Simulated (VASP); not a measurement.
Here is a VASP 6.6.1 calculation.

The input INCAR:

```
PREC     = Accurate       # precision mode
ENCUT    = 750            # plane-wave cutoff, eV
EDIFF    = 1E-6           # SCF threshold, eV
ISMEAR   = -1             # smearing method
SIGMA    = 0.1            # smearing width, eV
LREAL    = F              # projectors in reciprocal space
LASPH    = T              # aspherical terms in the spheres
NELM     = 120            # most SCF steps
ALGO     = Normal         # electronic algorithm
ISIF     = 2              # what is computed and relaxed
LWAVE    = F              # write WAVECAR
LCHARG   = T              # write CHGCAR
GGA      = CA             # functional
LELF     = T              # ELF
LVHAR    = T            
NBANDS   = 13             # bands
GGA_COMPAT= F
```

KPOINTS

```
Automatic mesh
0
Gamma
  5 5 5
```

POSCAR

```
Li2Se
1.0
    0.0000000000      3.0425550000      3.0425550000
    3.0425550000      0.0000000000      3.0425550000
    3.0425550000      3.0425550000      0.0000000000
Li Se
2 1
Direct
    0.2500000000      0.2500000000      0.2500000000
    0.7500000000      0.7500000000      0.7500000000
    0.0000000000      0.0000000000      0.0000000000
```

Potentials or basis: VASP PAW LDA potentials, release 64 (Li_sv, Se).

Launch:

```bash
$ cat potpaw_LDA.64/Li_sv/POTCAR potpaw_LDA.64/Se/POTCAR > POTCAR
$ mpirun -np 1 vasp_std > vasp.out
```

(1) What does it give for the band gap on the k mesh?

(2) Estimate the pressure.

## Answers

(1) 3.04 eV, direct.

(2) -3.6 GPa.
